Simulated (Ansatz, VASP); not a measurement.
# One calculation of ZnSe, two programs

File POSCAR:

```
ZnSe
1.0
    0.0000000000      2.8702870882      2.8702870882
    2.8702870882      0.0000000000      2.8702870882
    2.8702870882      2.8702870882      0.0000000000
Zn Se
1 1
Direct
    0.0000000000      0.0000000000      0.0000000000
    0.2500000000      0.2500000000      0.2500000000
```

The input INCAR.step1:

```
SYSTEM = ZnSe
ALGO = Normal
EDIFF = 1E-5
ENCUT = 550
GGA = PE
GGA_COMPAT = .False.
ISMEAR = 0
LASPH = .True.
LCHARG = .False.
LREAL = .False.
LWAVE = .True.
NBANDS = 16
NELM = 120
PREC = Accurate
SIGMA = 0.05
```

INCAR.step2

```
SYSTEM = ZnSe
ALGO = Normal
EDIFF = 1E-6
ENCUT = 550
GGA_COMPAT = .False.
ISIF = 2
ISMEAR = 0
ISTART = 1
LASPH = .True.
LCHARG = .True.
LELF = .True.
LMIXTAU = .True.
LREAL = .False.
LVHAR = .True.
LWAVE = .False.
METAGGA = R2SCAN
NBANDS = 16
NELM = 120
PREC = Accurate
SIGMA = 0.05
```

KPOINTS

```
k-points
0
Gamma
  6 6 6
  0 0 0
```

Input for Ansatz:

```yaml
crystal:
  lattice:
    - [0.0, 2.8702870882, 2.8702870882]
    - [2.8702870882, 0.0, 2.8702870882]
    - [2.8702870882, 2.8702870882, 0.0]
  atoms:
    - { symbol: Zn, position: [0.0, 0.0, 0.0] }
    - { symbol: Se, position: [0.25, 0.25, 0.25] }
basis:
  ecutwfc: 500
  ecutrho_ratio: 4
kpoints:
  mp_grid: { grid: [6, 6, 6] }
hamiltonian:
  xc: r2scan
scf:
  occupations: { method: gaussian, width: 0.05 }
output:
  forces: true
  stress: true
  eigenvalues: true
```

Alike in both runs: task single point; functional r2SCAN; k mesh 6 × 6 × 6; occupations gaussian, width 0.05 eV; no spin polarisation.

|  | VASP | Ansatz |
| --- | --- | --- |
| version | VASP 6.6.1 | Ansatz 0.2.0 |
| potentials or method | VASP PAW PBE potentials, release 64 (Zn, Se), cutoff 550 eV | scalar-relativistic, plane waves, PAW |
| valence electrons in the cell | 18 | 28 |

|  | VASP | Ansatz | Ansatz less VASP |
| --- | --- | --- | --- |
| gap on the k mesh at the Fermi level (eV) | 1.70 | 1.70 | -0.001 |
| least direct gap on the mesh (eV) | 1.70 | 1.70 | -0.001 |
| pressure (GPa) | -2.3 | -2.3 | -0.06 |

VASP's potentials were made for PBE, not for r2SCAN. With one functional, cell and mesh, what is left measures potentials, basis and numerics. VASP's potentials hold 18 valence electrons a cell and Ansatz's 28, so a difference there can come from the potentials and not from the codes.
